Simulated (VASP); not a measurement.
# As (Pm-3m) in VASP: settings compared

As is run at these levels: revPBE+D3(BJ), PBE, PBE+D4; tasks: single point.

Program: VASP 6.6.1. These are calculated values, not measurements. Logs are shortened: lines on timing, memory, paths and dates and some standing lists are left out, and cuts for length are marked.

### 1 The cell of the first run

It takes space group Pm-3m (No. 221, cubic). The conventional cell has a = 2.671 Å, b = 2.671 Å, c = 2.671 Å, α = 90.00°, β = 90.00°, γ = 90.00°. As (site symmetry m-3m) has 6 As at 2.67 Å within 3.5 Å.

### 2 Single point, revPBE+D3(BJ)

Contents of INCAR:

```
PREC     = Accurate       # precision mode
ENCUT    = 520            # plane-wave cutoff, eV
EDIFF    = 1E-7           # SCF threshold, eV
ISMEAR   = -1             # smearing method
SIGMA    = 0.3            # smearing width, eV
LREAL    = False          # projectors in reciprocal space
LASPH    = True           # aspherical terms in the spheres
NELM     = 60             # most SCF steps
ALGO     = Normal         # electronic algorithm
ISIF     = 2              # what is computed and relaxed
LWAVE    = False          # write WAVECAR
LCHARG   = False          # write CHGCAR
GGA      = RE             # functional
IVDW     = 12             # dispersion correction
NBANDS   = 8              # bands
```

Contents of KPOINTS:

```
regular mesh
0
Gamma
  7 7 7
```

Contents of POSCAR:

```
As
1.0
    2.6712636879      0.0000000000      0.0000000000
    0.0000000000      2.6712636879      0.0000000000
    0.0000000000      0.0000000000      2.6712636879
As
1
Direct
    0.5000000000      0.5000000000      0.5000000000
```

Potentials or basis: VASP PAW PBE potentials, release 64 (As).

Started as:

```
$ cat potpaw_PBE.64/As/POTCAR > POTCAR
$ mpirun -np 1 vasp_std > vasp.out
```

OUTCAR:

```text
PREC = Accurate
   ENCUT = 520
   EDIFF = 1E-7
   ISMEAR = -1
   LREAL = False
   LASPH = True
   NELM = 60
   ISIF = 2
   GGA = RE
   IVDW = 12
 IVDW          = 12

 ion  position               nearest neighbor table
   1  0.500  0.500  0.500-

  LATTYP: Found a simple cubic cell.
 ALAT       =     2.6712636879

  Lattice vectors:

 A1 = (   2.6712636879,   0.0000000000,   0.0000000000)
 A2 = (   0.0000000000,   2.6712636879,   0.0000000000)
 A3 = (   0.0000000000,   0.0000000000,   2.6712636879)

Analysis of symmetry for initial positions (statically):
=====================================================================
 Subroutine PRICEL returns:
 Original cell was already a primitive cell.

 Routine SETGRP: Setting up the symmetry group for a
 simple cubic supercell.

 Subroutine GETGRP returns: Found 48 space group operations
[... 9 lines left out ...]

 Routine SETGRP: Setting up the symmetry group for a
 simple cubic supercell.

 Subroutine GETGRP returns: Found 48 space group operations
[... 11 lines left out ...]
                                     Primitive cell

  volume of cell :      19.0612

  direct lattice vectors                    reciprocal lattice vectors
     2.671263688  0.000000000  0.000000000     0.374354656  0.000000000  0.000000000
     0.000000000  2.671263688  0.000000000     0.000000000  0.374354656  0.000000000
     0.000000000  0.000000000  2.671263688     0.000000000  0.000000000  0.374354656

  length of vectors
     2.671263688  2.671263688  2.671263688     0.374354656  0.374354656  0.374354656

  position of ions in fractional coordinates (direct lattice)
     0.500000000  0.500000000  0.500000000

  ion indices of the primitive-cell ions
   primitive index   ion index
                 1           1

----------------------------------------------------------------------------------------

 KPOINTS: regular mesh

Automatic generation of k-mesh.
 Grid dimensions read from file:
 generate k-points for:    7    7    7

 Generating k-lattice:

  Cartesian coordinates                     Fractional coordinates (reciprocal lattice)
     0.053479237  0.000000000  0.000000000     0.142857143  0.000000000  0.000000000
[... 48 lines left out ...]
   ISPIN  =      1    spin polarized calculation?
   LNONCOLLINEAR =      F non collinear calculations
   LSORBIT =      F    spin-orbit coupling
   LASPH  =      T    aspherical Exc in radial PAW
   ENCUT  =  520.0 eV  38.22 Ry    6.18 a.u.   4.97  4.97  4.97*2*pi/ulx,y,z
   NELM   =     60;   NELMIN=  2; NELMDL= -5     # of ELM steps
   EDIFF  = 0.1E-06   stopping-criterion for ELM
   LREAL  =      F    real-space projection
   EDIFFG = 0.1E-05   stopping-criterion for IOM
   NSW    =      0    number of steps for IOM
   IBRION =     -1    ionic relax: 0-MD 1-quasi-New 2-CG
   NFREE  =      0    steps in history (QN), initial steepest desc. (CG)
   ISIF   =      2    stress and relaxation
   ISYM   =      2    0-nonsym 1-usesym 2-fastsym
   POTIM  = 0.5000    time-step for ionic-motion
   TEBEG  =    0.0;   TEEND  =   0.0 temperature during run
   PSTRESS=    0.0 pullay stress
   NELECT =       5.0000    total number of electrons
   NUPDOWN=      -1.0000    fix difference up-down
   EMIN   =  10.00;   EMAX   =-10.00  energy-range for DOS
   EFERMI =   0.00;   METHOD = LEGACY
   ISMEAR =    -1;   SIGMA  =   0.30  broadening in eV -4-tet -1-fermi 0-gaus
   EFERMI_NEDOS =   21; number of points for ismear=-14 and -15
   IALGO  =     38    algorithm
   IMIX   =      4    mixing-type and parameters
     AMIX     =   0.40;   BMIX     =  1.00
     AMIX_MAG =   1.60;   BMIX_MAG =  1.00
  volume/ion in A,a.u.               =      19.06       128.63
  Fermi-wavevector in a.u.,A,eV,Ry     =   1.047968  1.980373 14.942424  1.098237
  Thomas-Fermi vector in A             =   2.182870
   LORBIT       =      0    0 simple, 1 ext, 2 COOP (PROOUT), +10 PAW based schemes
   GGA     = RE    functional components
   LHFCALC =     F    Hartree Fock is set to
   AEXX    =    0.0000 exact exchange contribution
   IVDW    =    12    specifies the selected vdW correction
   LEPSILON=     F    determine dielectric tensor
   LRPA    =     F    only Hartree local field effects (RPA)
 non-spin polarized calculation
  energy-cutoff  :      520.00
  volume of cell :       19.06
 maximum number of plane-waves:       525
 NGX is ok and might be reduce to    20
   NGX =  9   NGY =  9   NGZ =  9

 number of electron       5.0000001 magnetization

 Free energy of the ion-electron system (eV)
  ---------------------------------------------------
  ext. energy  EPLUGINS =         0.00000000
  ---------------------------------------------------
  free energy    TOTEN  =        -4.28377755 eV

  energy without entropy =       -4.17686000  energy(sigma->0) =       -4.23031878

 E-fermi :   6.3750     XC(G=0): -10.5550

 val. band max:        6.3305593785   @ k =   0.4286   0.2857   0.2857
 cond. band min:       6.6219497694   @ k =   0.2857   0.2857   0.2857
 fundamental gap:      0.2913903909
 Fermi energy:         6.3749598478

 k-point     1 :       0.0000    0.0000    0.0000
  band No.  band energies     occupation
      1      -8.8734      2.00000
      2      10.7423      0.00000
      3      10.7423      0.00000
      4      10.7423      0.00000
      5      14.9242      0.00000
      6      14.9242      0.00000
      7      17.3758      0.00000
      8      31.7875      0.00000
[... 199 lines left out ...]
 k-point    20 :       0.4286    0.4286    0.4286
  band No.  band energies     occupation
      1       0.3630      2.00000
      2       4.5618      1.99527
      3       4.5618      1.99527
      4       5.3540      1.93560
      5      12.3622      0.00000
      6      12.8908      0.00000
      7      12.8908      0.00000
      8      17.7452      0.00000

------------------------ aborting loop because EDIFF is reached ----------------------------------------

 Edisp (eV)   -0.92615

 E8    (eV) :    -0.6413

  FORCE on cell =-STRESS in cart. coord.  units (eV):
  Direction    XX          YY          ZZ          XY          YZ          ZX
  --------------------------------------------------------------------------------------
  -------------------------------------------------------------------------------------
  Total       0.02719     0.02719     0.02719     0.00000     0.00000    -0.00000
  in kB       2.28581     2.28581     2.28581     0.00000     0.00000    -0.00000
  external pressure =        2.29 kB  Pullay stress =        0.00 kB

 VOLUME and BASIS-vectors are now :
 -----------------------------------------------------------------------------
  energy-cutoff  :      520.00
  volume of cell :       19.06
      direct lattice vectors                 reciprocal lattice vectors
     2.671263688  0.000000000  0.000000000     0.374354656  0.000000000  0.000000000
     0.000000000  2.671263688  0.000000000     0.000000000  0.374354656  0.000000000
     0.000000000  0.000000000  2.671263688     0.000000000  0.000000000  0.374354656

 POSITION                                       TOTAL-FORCE (eV/Angst)
 -----------------------------------------------------------------------------------
      1.33563      1.33563      1.33563         0.000000      0.000000      0.000000
 -----------------------------------------------------------------------------------
    total drift:                                0.000000     -0.000000      0.000000

  FREE ENERGIE OF THE ION-ELECTRON SYSTEM (eV)
  ---------------------------------------------------
  free  energy   TOTEN  =        -5.2099290270 eV

  energy  without entropy=       -5.1030114807  energy(sigma->0) =       -5.15647025
```

OSZICAR:

```text
N       E                     dE             d eps       ncg     rms          rms(c)
DAV:   1     0.817753835178E+01    0.81775E+01   -0.20817E+03   320   0.452E+02
DAV:   2    -0.413719151091E+01   -0.12315E+02   -0.11798E+02   408   0.608E+01
DAV:   3    -0.427670708358E+01   -0.13952E+00   -0.13944E+00   328   0.859E+00
DAV:   4    -0.427684472414E+01   -0.13764E-03   -0.13764E-03   528   0.329E-01
DAV:   5    -0.427684478207E+01   -0.57927E-07   -0.58297E-07   352   0.357E-03    0.234E+00
DAV:   6    -0.428061726123E+01   -0.37725E-02   -0.78829E-04   440   0.217E-01    0.140E+00
DAV:   7    -0.428367230398E+01   -0.30550E-02   -0.25819E-03   344   0.372E-01    0.926E-02
DAV:   8    -0.428377259719E+01   -0.10029E-03   -0.12266E-04   392   0.812E-02    0.524E-03
DAV:   9    -0.428377661296E+01   -0.40158E-05   -0.31408E-06   384   0.124E-02    0.251E-03
DAV:  10    -0.428377745098E+01   -0.83802E-06   -0.15624E-06   368   0.831E-03    0.605E-04
DAV:  11    -0.428377756453E+01   -0.11355E-06   -0.72709E-09   288   0.676E-04    0.275E-04
DAV:  12    -0.428377754889E+01    0.15642E-07   -0.12935E-09   160   0.262E-04
   1 F= -.52099290E+01 E0= -.51564703E+01  d E =-.106918E+00
```

stdout:

```text
POSCAR found type information on POSCAR As
 POSCAR found :  1 types and       1 ions
 scaLAPACK will be used
 -----------------------------------------------------------------------------
|                                                                             |
|                                                                             |
|     You enforced a specific xc type in the INCAR file but a different       |
|     I HOPE YOU KNOW WHAT YOU ARE DOING!                                     |
|                                                                             |
 -----------------------------------------------------------------------------

 LDA part: xc-table for (Slater+PW92), standard interpolation
 POSCAR, INCAR and KPOINTS ok, starting setup
 FFT: planning ... GRIDC
 FFT: planning ... GRID_SOFT
 FFT: planning ... GRID
 WAVECAR not read
 entering main loop
```

Run time: 4.9 s. Hardware: 1 thread of Intel Xeon 8259CL, shared host; peak memory 0.13 GiB.

What came out:

```
Free energy                : -5.2099 eV
Pressure                   : 0.2 GPa
Dispersion energy per atom : -0.926 eV
```

Caveat: the PAW data sets were made with another functional, which shifts forces and pressure a little; pairwise dispersion overbinds metals, which lowers pressure and volume.

[end of part 1 of 2]
